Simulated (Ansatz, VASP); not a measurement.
Two plane-wave programs on H

```
H
1.0
     5.55857    0.00000    0.00000
     0.00000   11.26960    0.00000
     0.00000    0.00000    4.34462
H
16
Direct
  0.56518 0.75000 0.42577
  0.06518 0.75000 0.07423
  0.43482 0.25000 0.57423
  0.93482 0.25000 0.92577
  0.65758 0.75000 0.55182
  0.15758 0.75000 0.94818
  0.34242 0.25000 0.44818
  0.84242 0.25000 0.05182
  0.45360 0.99704 0.06235
  0.95360 0.50296 0.43765
  0.54640 0.49704 0.93765
  0.04640 0.00296 0.56235
  0.54640 0.00296 0.93765
  0.04640 0.49704 0.56235
  0.45360 0.50296 0.06235
  0.95360 0.99704 0.43765
```

Alike in both runs: task relaxation of cell and atoms; functional PBE; k mesh 4 × 2 × 6; occupations gaussian, width 0.02 eV; no spin polarisation.

```csv
,VASP,Ansatz
version,VASP 6.6.1,Ansatz 0.2.0
potentials or method,"VASP PAW PBE potentials, release 64 (H), cutoff 600 eV","scalar-relativistic, plane waves, PAW"
valence electrons in the cell,16,16
```

|  | VASP | Ansatz | Ansatz less VASP |
| --- | --- | --- | --- |
| gap on the k mesh at the Fermi level, each at its own relaxed structure (eV) | 9.29 | 9.29 | -0.007 |
| relaxed volume (Å³/atom) | 17.00 | 17.01 | +0.008 |
| relaxed length of the cell vector where the two differ most in proportion (Å) | 5.557 | 5.559 | +0.0012 |
